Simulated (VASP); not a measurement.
# Hg2Se (R-3m) in VASP: relaxation of cell and atoms with PBE

Aim: the relaxation of cell and atoms of Hg2Se with PBE.

All numbers are computed with VASP 6.6.1; they aren't measurements. Logs are shortened: lines on timing, memory, paths and dates and some standing lists are left out, and cuts for length are marked.

## 1. The cell of the first run

The structure is trigonal, space group R-3m (No. 166). The conventional cell has a = 4.217 Å, b = 4.217 Å, c = 15.461 Å, α = 90.00°, β = 90.00°, γ = 120.00°. Within 3.9 Å of Hg (site symmetry 3m) lie 4 Se at 2.93 to 3.53 Å and 3 Hg at 3.09 Å. Within 3.9 Å of Se (site symmetry -3m) lie 8 Hg at 2.93 to 3.53 Å.

## 2. Relaxation of cell and atoms, PBE

File INCAR:

```
ALGO = Normal ; EDIFF = 1E-7
EDIFFG = -0.01 ; ENCUT = 600
GGA = PE ; IBRION = 2
ISIF = 3 ; ISMEAR = 0
LASPH = True ; LCHARG = False
LREAL = False ; LWAVE = False
NELM = 60 ; NSW = 100
PREC = Accurate ; SIGMA = 0.1
```

File KPOINTS:

```
k-points
0
Gamma
  12 12 12
```

File POSCAR:

```
Hg2Se
1.0
    2.1086744033      1.2174437344      5.1535861123
   -2.1086744033      1.2174437344      5.1535861123
    0.0000000000     -2.4348874688      5.1535861123
Hg Se
2 1
Direct
    0.7718483369      0.7718483369      0.7718483369
    0.2281516631      0.2281516631      0.2281516631
    0.0000000000      0.0000000000      0.0000000000
```

Potentials or basis: VASP PAW PBE potentials, release 64 (Hg, Se).

Started as:

```
cat potpaw_PBE.64/Hg/POTCAR potpaw_PBE.64/Se/POTCAR > POTCAR
mpirun -np 1 vasp_std > vasp.out
```

OUTCAR:

```text
EDIFF = 1E-7
   EDIFFG = -0.01
   ENCUT = 600
   GGA = PE
   IBRION = 2
   ISIF = 3
   ISMEAR = 0
   LASPH = True
   LREAL = False
   NELM = 60
   NSW = 100
   PREC = Accurate

 ion  position               nearest neighbor table
   1  0.772  0.772  0.772-   3 2.93   3 2.93   3 2.93   2 3.09   2 3.09   2 3.09
   2  0.228  0.228  0.228-   3 2.93   3 2.93   3 2.93   1 3.09   1 3.09   1 3.09
   3  0.000  0.000  0.000-   1 2.93   1 2.93   2 2.93   2 2.93   1 2.93   2 2.93

  LATTYP: Found a trigonal (rhomboedric) cell.
 ALAT       =     5.6998356821
 COS(alpha) =     0.7262687525

  Lattice vectors:

 A1 = (   2.1086744033,   1.2174437344,   5.1535861123)
 A2 = (  -2.1086744033,   1.2174437344,   5.1535861123)
 A3 = (   0.0000000000,  -2.4348874688,   5.1535861123)

Analysis of symmetry for initial positions (statically):
=====================================================================
 Subroutine PRICEL returns:
 Original cell was already a primitive cell.

 Routine SETGRP: Setting up the symmetry group for a
 trigonal (rhombohedral) supercell.

 Subroutine GETGRP returns: Found 12 space group operations
 (whereof 12 operations were pure point group operations)
 out of a pool of 12 trial point group operations.

The static configuration has the point symmetry D_3d.

Analysis of symmetry for dynamics (positions and initial velocities):
=====================================================================
 Subroutine PRICEL returns:
 Original cell was already a primitive cell.

 Routine SETGRP: Setting up the symmetry group for a
 trigonal (rhombohedral) supercell.

 Subroutine GETGRP returns: Found 12 space group operations
 (whereof 12 operations were pure point group operations)
 out of a pool of 12 trial point group operations.

The dynamic configuration has the point symmetry D_3d.

 Subroutine INISYM returns: Found 12 space group operations
 (whereof 12 operations are pure point group operations),
 and found     1 'primitive' translations

----------------------------------------------------------------------------------------

                                     Primitive cell

  volume of cell :      79.3815

  direct lattice vectors                    reciprocal lattice vectors
     2.108674403  1.217443734  5.153586112     0.237115791  0.136898866  0.064679880
[... 97 lines left out ...]
   TEBEG  =    0.0;   TEEND  =   0.0 temperature during run
   PSTRESS=    0.0 pullay stress
   NELECT =      30.0000    total number of electrons
   NUPDOWN=      -1.0000    fix difference up-down
   EMIN   =  10.00;   EMAX   =-10.00  energy-range for DOS
   EFERMI =   0.00;   METHOD = LEGACY
   ISMEAR =     0;   SIGMA  =   0.10  broadening in eV -4-tet -1-fermi 0-gaus
   EFERMI_NEDOS =   21; number of points for ismear=-14 and -15
   IALGO  =     38    algorithm
   IMIX   =      4    mixing-type and parameters
     AMIX     =   0.40;   BMIX     =  1.00
     AMIX_MAG =   1.60;   BMIX_MAG =  1.00
  volume/ion in A,a.u.               =      26.46       178.56
  Fermi-wavevector in a.u.,A,eV,Ry     =   1.183611  2.236700 19.060865  1.400934
  Thomas-Fermi vector in A             =   2.319842
   LORBIT       =      0    0 simple, 1 ext, 2 COOP (PROOUT), +10 PAW based schemes
   GGA     = PE    functional components
   LHFCALC =     F    Hartree Fock is set to
   AEXX    =    0.0000 exact exchange contribution
   IVDW    =     0    specifies the selected vdW correction
   LEPSILON=     F    determine dielectric tensor
   LRPA    =     F    only Hartree local field effects (RPA)
 conjugate gradient relaxation of ions
 non-spin polarized calculation
 Gauss-broadening in eV      SIGMA  =   0.10
  energy-cutoff  :      600.00
  volume of cell :       79.38
 maximum number of plane-waves:      2706
 NGX is ok and might be reduce to    48
   NGX = 23   NGY = 23   NGZ = 23

--------------------------------------- Ionic step        1  -------------------------------------------

 number of electron      30.0000000 magnetization

 Free energy of the ion-electron system (eV)
  ---------------------------------------------------
  ext. energy  EPLUGINS =         0.00000000
  ---------------------------------------------------
  free energy    TOTEN  =        -3.70296865 eV

  energy without entropy =       -3.69642386  energy(sigma->0) =       -3.69969625

------------------------ aborting loop because EDIFF is reached ----------------------------------------

  FORCE on cell =-STRESS in cart. coord.  units (eV):
  Direction    XX          YY          ZZ          XY          YZ          ZX
  --------------------------------------------------------------------------------------
  -------------------------------------------------------------------------------------
  Total        0.1304963      0.1304963      0.1108527      0.0000000      0.0000000      0.0000000
  in kB        2.6338402      2.6338402      2.2373694      0.0000000      0.0000000      0.0000000
  external PRESSURE =       2.5016833 kB  Pullay stress =       0.0000000 kB
[... 98 lines left out ...]
--------------------------------------- Ionic step        4  -------------------------------------------

 number of electron      30.0000000 magnetization

 Free energy of the ion-electron system (eV)
  ---------------------------------------------------
  ext. energy  EPLUGINS =         0.00000000
  ---------------------------------------------------
  free energy    TOTEN  =        -3.70337830 eV

  energy without entropy =       -3.69675891  energy(sigma->0) =       -3.70006861

 E-fermi :   2.0556     XC(G=0):  -9.7537

 val. band max:        2.0491220405   @ k =  -0.2500  -0.4167   0.0833
 cond. band min:       2.0564345109   @ k =  -0.2500   0.3333   0.1667
 fundamental gap:      0.0073124704
 Fermi energy:         2.0556452769

 k-point     1 :       0.0000    0.0000    0.0000
  band No.  band energies     occupation
      1     -11.0458      2.00000
      2      -5.0303      2.00000
      3      -4.9208      2.00000
      4      -4.9208      2.00000
      5      -4.8896      2.00000
      6      -4.8896      2.00000
[... 505 lines left out ...]
      6      -4.4475      2.00000
[... 11 lines left out ...]
     18       6.2859      0.00000
     19       7.3234      0.00000

 [... further k-points ...]

------------------------ aborting loop because EDIFF is reached ----------------------------------------

  FORCE on cell =-STRESS in cart. coord.  units (eV):
  Direction    XX          YY          ZZ          XY          YZ          ZX
  --------------------------------------------------------------------------------------
  -------------------------------------------------------------------------------------
  Total        0.0131355      0.0131355     -0.0257231      0.0000000      0.0000000      0.0000000
  in kB        0.2635299      0.2635299     -0.5160677      0.0000000      0.0000000      0.0000000
  external PRESSURE =       0.0036640 kB  Pullay stress =       0.0000000 kB
[... 18 lines left out ...]
  FREE ENERGIE OF THE ION-ELECTRON SYSTEM (eV)
  ---------------------------------------------------
  free  energy   TOTEN  =        -3.7033783010 eV

  energy  without entropy=       -3.6967589138  energy(sigma->0) =       -3.70006861

 reached required accuracy - stopping structural energy minimisation
```

OSZICAR:

```text
N       E                     dE             d eps       ncg     rms          rms(c)
DAV:   1     0.225490546078E+03    0.22549E+03   -0.15898E+04  7182   0.163E+03
DAV:   2     0.579243804516E+01   -0.21970E+03   -0.21093E+03  7588   0.364E+02
DAV:   3    -0.400779467838E+01   -0.98002E+01   -0.96137E+01  8430   0.741E+01
[... 28 lines left out ...]
DAV:   1    -0.370343135772E+01   -0.85718E-04   -0.87115E-03  7350   0.662E-01    0.431E-02
DAV:   2    -0.370339396538E+01    0.37392E-04   -0.75542E-05  7819   0.100E-01    0.213E-02
DAV:   3    -0.370338064206E+01    0.13323E-04   -0.15336E-05  7611   0.361E-02    0.117E-02
DAV:   4    -0.370337835383E+01    0.22882E-05   -0.35307E-06  7712   0.175E-02    0.296E-03
DAV:   5    -0.370337830103E+01    0.52800E-07   -0.41183E-07  7385   0.681E-03
   4 F= -.37033783E+01 E0= -.37000686E+01  d E =-.326117E-04
```

CONTCAR:

```text
Hg2Se
   1.00000000000000
     2.1136154941196867    1.2202964745149874    5.1604104923273226
    -2.1136154941196867    1.2202964745149874    5.1604104923273226
     0.0000000000000000   -2.4405929490299747    5.1604104923273226
  Hg              Se
     2     1
Direct
     0.7718049718817118    0.7718049718817118    0.7718049718817118
     0.2281950281182882    0.2281950281182882    0.2281950281182882
     0.0000000000000000    0.0000000000000000    0.0000000000000000

  0.00000000E+00  0.00000000E+00  0.00000000E+00
  0.00000000E+00  0.00000000E+00  0.00000000E+00
  0.00000000E+00  0.00000000E+00  0.00000000E+00
```

Wall time 19 min (1 thread of Intel Xeon Platinum 8259CL at 2.50GHz (Skylake/Cascade Lake), shared host); peak memory 0.58 GiB.

Results:

```
Free energy                            : -3.7034 eV
Relaxed volume                         : 26.62 Å³/atom
Relaxed cell                           : a = 5.708 Å, b = 5.708 Å, c = 5.708 Å, α = 43.46°, β = 43.46°, γ = 43.46°
Space group after relaxing (to 0.05 Å) : R-3m (No. 166)
Energy gained by relaxing              : 0.1 meV/atom
Ionic steps                            : 4
Pressure after relaxing                : 0.0 GPa
Largest force after relaxing           : 0.010 eV/Å
Band gap on the k mesh                 : zero (band 15 reaches 2.63 eV, above the bottom of band 16 at 1.25 eV)
```

Forces in eV/Å, atoms in the order of the input:
```
Hg   0.000  0.000 -0.010
Hg   0.000  0.000  0.010
Se   0.000  0.000  0.000
```

Step by step:
```csv
step,energy change (eV),largest force (eV/Å),pressure (GPa),volume (Å³)
1,0.0000,0.0023,0.25,79.38
2,-0.0004,0.0120,-0.01,79.86
3,-0.0004,0.0118,0.01,79.84
4,-0.0004,0.0097,0.00,79.86
```

Final structure:
```yaml
crystal:
  lattice:
    - [2.11362, 1.22030, 5.16041]
    - [-2.11362, 1.22030, 5.16041]
    - [0.00000, -2.44059, 5.16041]
  atoms:
    - { symbol: Hg, position: [0.77180, 0.77180, 0.77180] }
    - { symbol: Hg, position: [0.22820, 0.22820, 0.22820] }
    - { symbol: Se, position: [0.00000, 0.00000, 0.00000] }
```

Caveat: spin-orbit coupling is left out, which moves the levels of the heavy elements.
